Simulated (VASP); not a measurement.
Crystal: Zn.

```xyz
1
Lattice="0.0000 2.2792 2.2792 2.2792 0.0000 2.2792 2.2792 2.2792 0.0000" Properties=species:S:1:pos:R:3 pbc="T T T"
Zn    0.0000    0.0000    0.0000
```

This cell differs from its parent crystal: Hg replaced by Zn, lengths x 0.955, strained.

Base run:

- Program: VASP 6.6.1
- Functional: PBEsol
- Potentials or basis: VASP PAW PBE potentials, release 64 (Zn)
- Cutoff: 500 eV
- k mesh: 16 × 16 × 16
- Occupations: gaussian, width 0.1 eV
- Spin: no spin polarisation

Its results: band gap on the k mesh zero (bands 6 and 7 overlap by 2.27 eV); pressure -10.6 GPa.

**Question.** The run is repeated on the same cell with these changes: k mesh from 16 × 16 × 16 to 6 × 6 × 6. What comes out?

**Answer.** Band gap on the k mesh zero (bands 6 and 7 overlap by 2.05 eV); pressure -9.5 GPa.

Caveats: some runs use coarse meshes; the PAW data sets were made with another functional, which shifts forces and pressure a little; the cell stands under tension (at least some runs).
